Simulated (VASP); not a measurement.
The system is Hf3Ta2O.

```
Hf Ta O
1.0
     0.00000    3.99068    4.85512
     3.17119    0.00000    4.85512
     3.17119    3.99068    0.00000
Hf Ta O
3 2 1
Direct
  0.50000 0.00000 0.50000
  0.00000 0.50000 0.00000
  0.50000 0.50000 0.50000
  0.50000 0.50000 0.00000
  0.00000 0.00000 0.50000
  0.00000 0.00000 0.00000
```

The cell was generated, and may not be a known phase.

| Quantity | Value |
| --- | --- |
| Program | VASP 6.6.1 |
| Task | relaxation of cell and atoms |
| Functional | PBE |
| Potentials or basis | VASP PAW PBE potentials, release 64 (Hf_pv, Ta_pv, O) |
| Cutoff | 600 eV |
| k mesh | 4 × 4 × 4 |
| Occupations | gaussian, width 0.1 eV |
| Spin | no spin polarisation |

At the start: pressure -0.6 GPa; volume 20.48 Å³/atom.

**Question.** How do energy, volume and symmetry change on relaxing?

**Answer.** Over 8 steps the energy falls by 29.0 meV/atom; space group Fmmm (No. 69, to 0.1 Å) before and after.

The path:
| step | energy change (eV) | largest force (eV/Å) | pressure (GPa) | volume (Å³) |
| --- | --- | --- | --- | --- |
| 1 | 0.0000 | 0.0000 | -0.62 | 122.88 |
| 2 | -0.0763 | 0.0000 | 0.66 | 121.45 |
| 3 | -0.1194 | 0.0000 | 2.64 | 119.60 |
| 4 | -0.1604 | 0.0000 | 0.95 | 121.59 |
| 5 | -0.1711 | 0.0000 | -0.59 | 123.54 |
| 6 | -0.1712 | 0.0000 | -0.44 | 123.34 |
| 7 | -0.1729 | 0.0000 | -0.24 | 123.15 |
| 8 | -0.1738 | 0.0000 | 0.02 | 122.90 |

Final structure:
```
Hf Ta O
1.0
     0.00000    3.73074    4.80886
     3.42513    0.00000    4.80886
     3.42513    3.73074    0.00000
Hf Ta O
3 2 1
Direct
  0.50000 0.00000 0.50000
  0.00000 0.50000 0.00000
  0.50000 0.50000 0.50000
  0.50000 0.50000 0.00000
  0.00000 0.00000 0.50000
  0.00000 0.00000 0.00000
```
